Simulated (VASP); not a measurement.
Here is a VASP 6.6.1 calculation.

The input INCAR:

```
SYSTEM = Hg
ALGO = Fast
EDIFF = 1E-6
ENCUT = 520
GGA = PE
ISIF = 2
ISMEAR = 0
ISPIN = 2
LASPH = .TRUE.
LCHARG = .FALSE.
LDAU = .TRUE.
LDAUJ = 0
LDAUL = 2
LDAUPRINT = 1
LDAUTYPE = 2
LDAUU = 0.5
LORBIT = 11
LREAL = .FALSE.
LWAVE = .FALSE.
MAGMOM = 0.12
NBANDS = 16
NELM = 150
PREC = Accurate
SIGMA = 0.1
```

The input KPOINTS:

```
k-points
0
G
  2 2 2
  0 0 0
```

Contents of POSCAR:

```
Hg
1.0
    0.0000000000      2.3919113801      2.3919113801
    2.3919113801      0.0000000000      2.3919113801
    2.3919113801      2.3919113801      0.0000000000
Hg
1
Direct
    0.0000000000      0.0000000000      0.0000000000
```

Potentials or basis: VASP PAW PBE potentials, release 64 (Hg).

Launch:

```bash
$ cat potpaw_PBE.64/Hg/POTCAR > POTCAR
$ mpirun -np 1 vasp_std > vasp.out
```

Estimate the pressure.

6.6 GPa.

Estimate the net moment.

0.25 μB per cell.

Predict the site moments.

Hg +0.07 μB.

Eigenvalues of the final occupation matrices:
```tsv
site	spin	trace	eigenvalues
site 1 d	1	4.73	0.93 0.93 0.95 0.95 0.95
site 1 d	2	4.74	0.94 0.94 0.95 0.95 0.95
```

Caveat: the k points lie up to 1.14 Å⁻¹ apart; spin-orbit coupling is left out, which moves the levels of the heavy elements; the U is typed as a test and isn't derived for this compound. The state reached can hang on the start; a lower one may exist.
